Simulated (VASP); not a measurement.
Set up this calculation in VASP 6.6.1, as the native input.

```yaml
Task: single point
Functional: PBE
Potentials_or_basis: VASP PAW PBE potentials, release 64 (Ge_d, Sb, Te)
Cutoff: 520 eV
k_mesh: 3 × 3 × 2
Occupations: gaussian, width 0.1 eV
Spin: no spin polarisation
Dipole_correction: no
Further_INCAR_settings: ALGO = Normal; EDIFF = 1e-06; NBANDS = 33
```

The structure of GeSb2Te4 lies in POSCAR:

```
GeSb2Te4
1.0
    5.6221808961      0.0000000000      0.0000000000
   -2.8110904481      4.8689514807      0.0000000000
    0.0000000000      0.0000000000      8.8140141884
Ge Sb Te
1 2 4
Direct
    0.0000000000      0.0000000000      0.7294060422
    0.3333333333      0.6666666667      0.2348350025
    0.6666666667      0.3333333333      0.2348350025
    0.3333333333      0.6666666667      0.5685466435
    0.6666666667      0.3333333333      0.5685466435
    0.3333333333      0.6666666667      0.9011581929
    0.6666666667      0.3333333333      0.9011581929
```

The cell was built from a structure type or drawn by symmetry, and may not be a known phase.

The input as run:

INCAR

```
SYSTEM = GeSb2Te4
  ALGO = Normal
  EDIFF = 1E-6
  ENCUT = 520
  GGA = PE
  ISIF = 2
  ISMEAR = 0
  LASPH = .TRUE.
  LCHARG = .FALSE.
  LREAL = .FALSE.
  LWAVE = .FALSE.
  NBANDS = 33
  NELM = 100
  PREC = Accurate
  SIGMA = 0.1
```

KPOINTS

```
k-points
0
G
  3 3 2
  0 0 0
```

Potentials or basis: VASP PAW PBE potentials, release 64 (Ge_d, Sb, Te).

Command:

```console
$ cat potpaw_PBE.64/Ge_d/POTCAR potpaw_PBE.64/Sb/POTCAR potpaw_PBE.64/Te/POTCAR > POTCAR
$ mpirun -np 1 vasp_std > vasp.out
```

It gave:

| Property | Result |
| --- | --- |
| Pressure | -0.1 GPa |
| Largest force | 0.015 eV/Å |
| Band gap on the k mesh | zero (bands 24 and 25 overlap by 1.27 eV) |

Caveat: the k points lie up to 0.43 Å⁻¹ apart, too coarse for converged energies and pressures of a metal; spin-orbit coupling is left out, which moves the levels of the heavy elements.

Wall time 86 s on 1 thread of Intel(R) Xeon(R) Platinum 8175M CPU @ 2.50GHz (Skylake/Cascade Lake), on a shared host, peak memory 0.35 GiB.
